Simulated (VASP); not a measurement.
Write the native input for VASP 6.6.1 that does the following.

```
Task                   : single point
Functional             : BLYP
Potentials or basis    : VASP PAW PBE potentials, release 64 (Nb_sv, H)
Cutoff                 : 500 eV
k mesh                 : 13 × 13 × 13
Occupations            : methfessel-paxton, width 0.1 eV
Spin                   : no spin polarisation
Dipole correction      : no
Further INCAR settings : ALGO = Normal; EDIFF = 1e-06; NBANDS = 14
```

The structure of NbH2 lies in POSCAR:

```
NbH2
1.0
    0.0000000000      2.2815000000      2.2815000000
    2.2815000000      0.0000000000      2.2815000000
    2.2815000000      2.2815000000      0.0000000000
Nb H
1 2
Direct
    0.0000000000      0.0000000000      0.0000000000
    0.2500000000      0.2500000000      0.2500000000
    0.7500000000      0.7500000000      0.7500000000
```

The input as run:

INCAR

```
SYSTEM = NbH2
PREC = Accurate
ENCUT = 500
EDIFF = 1E-6
ISMEAR = 1
SIGMA = 0.1
LREAL = .FALSE.
LASPH = .TRUE.
NELM = 120
ALGO = Normal
ISIF = 2
LWAVE = .FALSE.
LCHARG = .FALSE.
GGA = B5
ALDAX = 1.0
AGGAX = 1.0
AGGAC = 1.0
ALDAC = 0.0
NBANDS = 14
GGA_COMPAT = .FALSE.
```

KPOINTS

```
regular mesh
0
G
  13 13 13
  0 0 0
```

Potentials or basis: VASP PAW PBE potentials, release 64 (Nb_sv, H).

Launch:

```console
$ cat potpaw_PBE.64/Nb_sv/POTCAR potpaw_PBE.64/H/POTCAR > POTCAR
$ mpirun -np 1 vasp_std > vasp.out
```

It gave:

| Item | Value |
| --- | --- |
| Pressure | 6.3 GPa |
| Band gap on the k mesh | zero (an odd number of electrons rules out a gap without spin polarisation) |

Caveat: the cell stands under pressure; the PAW data sets were made with another functional, which shifts forces and pressure a little.

It took 26 s on 1 thread of AMD EPYC 7R13 Processor (Zen 3), with other jobs on the host, peak memory 0.12 GiB.
